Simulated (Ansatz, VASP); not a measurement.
C: VASP beside Ansatz

```
C
1.0
     0.00000    1.75291    1.75291
     1.75291    0.00000    1.75291
     1.75291    1.75291    0.00000
C
2
Direct
  0.50000 0.50000 0.50000
  0.75000 0.75000 0.75000
```

Alike in both runs: task single point; functional PBEsol; k mesh 13 × 13 × 13; occupations fermi-dirac, width 0.05 eV; no spin polarisation.

|  | VASP | Ansatz |
| --- | --- | --- |
| version | VASP 6.6.1 | Ansatz 0.2.0 |
| potentials or method | VASP PAW PBE potentials, release 64 (C), cutoff 520 eV | plane waves (420 eV) with PAW, scalar-relativistic |
| valence electrons in the cell | 8 | 8 |

|  | VASP | Ansatz | Ansatz less VASP |
| --- | --- | --- | --- |
| gap on the k mesh at the Fermi level (eV) | 4.13 | 4.13 | +0.005 |
| pressure (GPa) | 21.1 | 19.8 | -1.31 |

VASP's potentials were made for PBE, not for PBEsol, and Ansatz warns of the same on its side.
